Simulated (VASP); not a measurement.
Input of a VASP 6.6.1 run:

INCAR

```
PREC = Accurate ; ENCUT = 520
EDIFF = 1E-8 ; ISMEAR = 0
SIGMA = 0.01 ; LREAL = False
LASPH = True ; NELM = 80
ALGO = Normal ; ISIF = 2
LWAVE = False ; LCHARG = False
GGA = PE ; NBANDS = 16
IBRION = 8 ; NSW = 1
LEPSILON = True
```

KPOINTS

```
Automatic mesh
0
Gamma
  16 16 8
```

POSCAR

```
Si
1.0
    3.8512434421      0.0000000000      0.0000000000
   -1.9256217211      3.3352746570      0.0000000000
    0.0000000000      0.0000000000      6.3658255858
Si
4
Direct
    0.3333333333      0.6666666667      0.0629474414
    0.6666666667      0.3333333333      0.5629474414
    0.3333333333      0.6666666667      0.4370525586
    0.6666666667      0.3333333333      0.9370525586
```

Potentials or basis: VASP PAW PBE potentials, release 64 (Si).

Launch:

```console
$ cat potpaw_PBE.64/Si/POTCAR > POTCAR
$ mpirun -np 1 vasp_std > vasp.out
```

Q: Estimate the electronic dielectric tensor (diagonal).

A: 12.65, 12.65, 13.72.

Q: What does it give for the Born charges (mean of the diagonal)?

A: Si +0.00 e.

Q: What does it give for the highest phonon frequency at Γ?

A: 498 cm⁻¹.

Born effective charge tensors (e):
atom 1, Si
```
0.00 0.00 0.00
0.00 0.00 0.00
0.00 0.00 0.00
```
atom 2, Si
```
0.00 0.00 0.00
0.00 0.00 0.00
0.00 0.00 0.00
```
atom 3, Si
```
0.00 0.00 0.00
0.00 0.00 0.00
0.00 0.00 0.00
```
atom 4, Si
```
0.00 0.00 0.00
0.00 0.00 0.00
0.00 0.00 0.00
```
